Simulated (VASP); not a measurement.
Runs of VASP 6.6.1 on TiGeSb. The structure is that of space group P4/nmm (No. 129), or close to it. The cells are those of the table. 

```tsv
cell	gap on the mesh (eV)	pressure (GPa)	largest force (eV/Å)
a = 3.735, b = 3.735, c = 8.286 Å, 6 atoms	none	-7.4	0.14
a = 3.767, b = 3.767, c = 8.357 Å, 6 atoms	none	-9.4	0.15
a = 3.635, b = 3.635, c = 8.065 Å, 6 atoms	none	(a)	0.12
a = 3.798, b = 3.798, c = 8.427 Å, 6 atoms	none	(b)	0.16
a = 3.669, b = 3.669, c = 8.140 Å, 6 atoms	none	-2.4	0.13
a = 3.702, b = 3.702, c = 8.214 Å, 6 atoms	none	-5.1	0.14
a = 3.601, b = 3.601, c = 7.989 Å, 6 atoms	none	4.5	(c)
```

Alike in all rows: task single point; level LDA; potentials or basis VASP PAW LDA potentials, release 64 (Ti_sv, Ge_d, Sb); no spin polarisation; k mesh 6 × 6 × 3; cutoff (eV) 520; smearing fermi-dirac 0.05 eV.

Task: Estimate the missing entries.

Result: (a) 0.8; (b) -11.1; (c) 0.10.

Caveats: spin-orbit coupling is left out, which moves the levels of the heavy elements.

A k mesh can miss the band edges, and the runs leave out spin-orbit coupling on Ge, Sb.

A gap of «none» marks levels without a gap at the run's occupations.
